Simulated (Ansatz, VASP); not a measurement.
## SrO: VASP beside Ansatz

```
Sr O
1.0
     0.00000    2.56500    2.56500
     2.56500    0.00000    2.56500
     2.56500    2.56500    0.00000
Sr O
1 1
Direct
  0.00000 0.00000 0.00000
  0.50000 0.50000 0.50000
```

Alike in both runs: task relaxation of cell and atoms; functional PBE; dispersion D3(BJ); k mesh 8 × 8 × 8; occupations gaussian, width 0.02 eV; no spin polarisation.

```csv
,VASP,Ansatz
version,VASP 6.6.1,Ansatz 0.2.0
potentials or method,"VASP PAW PBE potentials, release 64 (Sr_sv, O), cutoff 600 eV","scalar-relativistic, plane waves, PAW"
valence electrons in the cell,16,16
```

VASP gave:

| Property | Result |
| --- | --- |
| gap on the k mesh at the Fermi level, each at its own relaxed structure (eV) | 3.27 |
| relaxed volume (Å³/atom) | 17.16 |
| relaxed cell length with the largest relative difference (Å) | 3.648 |

Question: What did Ansatz give for the same quantities?

Answer: gap on the k mesh at the Fermi level, each at its own relaxed structure (eV): 3.32; relaxed volume (Å³/atom): 17.07; relaxed cell length with the largest relative difference (Å): 3.641.
